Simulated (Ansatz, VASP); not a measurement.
**Si: VASP beside Ansatz**

```
Si
1.0
     0.00000    2.73480    2.73480
     2.73480    0.00000    2.73480
     2.73480    2.73480    0.00000
Si
2
Direct
  0.75000 0.75000 0.75000
  0.50000 0.50000 0.50000
```

Alike in both runs: task single point; functional PBE; k mesh 8 × 8 × 8; occupations gaussian, width 0.02 eV; no spin polarisation.

|  | VASP | Ansatz |
| --- | --- | --- |
| version | VASP 6.6.1 | Ansatz 0.2.0 |
| potentials or method | VASP PAW PBE potentials, release 64 (Si) | scalar-relativistic, plane waves, norm-conserving pseudopotentials |
| plane-wave cutoff (eV) | 500 | 490 |
| valence electrons in the cell | 8 | 8 |

VASP gave:

```
gap on the k mesh at the Fermi level (eV) : 0.65
least direct gap on the mesh (eV)         : 2.56
```

Task: What did Ansatz give for the same quantities?

Result: gap on the k mesh at the Fermi level (eV): 0.65; least direct gap on the mesh (eV): 2.55.
